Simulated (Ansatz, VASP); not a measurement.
## Two plane-wave programs on ZnS

```xyz
2
Lattice="0.0000 2.7020 2.7020 2.7020 0.0000 2.7020 2.7020 2.7020 0.0000" Properties=species:S:1:pos:R:3 pbc="T T T"
Zn    4.0530    4.0530    4.0530
S     0.0000    0.0000    0.0000
```

Alike in both runs: task relaxation of cell and atoms; functional PBEsol; k mesh 12 × 12 × 12; occupations fermi-dirac, width 0.1 eV; no spin polarisation.

```csv
,VASP,Ansatz
version,VASP 6.6.1,Ansatz 0.2.0
potentials or method,"VASP PAW PBE potentials, release 64 (Zn, S)","PAW with Ansatz's default frozen-core files, scalar-relativistic"
plane-wave cutoff (eV),600,420
valence electrons in the cell,18,18
```

VASP gave:

| Quantity | Value |
| --- | --- |
| relaxed volume (Å³/atom) | 19.27 |
| relaxed cell length with the largest relative difference (Å) | 3.791 |

Task: What did Ansatz give for the same quantities?

Result: Relaxed volume (Å³/atom): 19.20; relaxed cell length with the largest relative difference (Å): 3.787.

VASP's potentials were made for PBE, not for PBEsol.
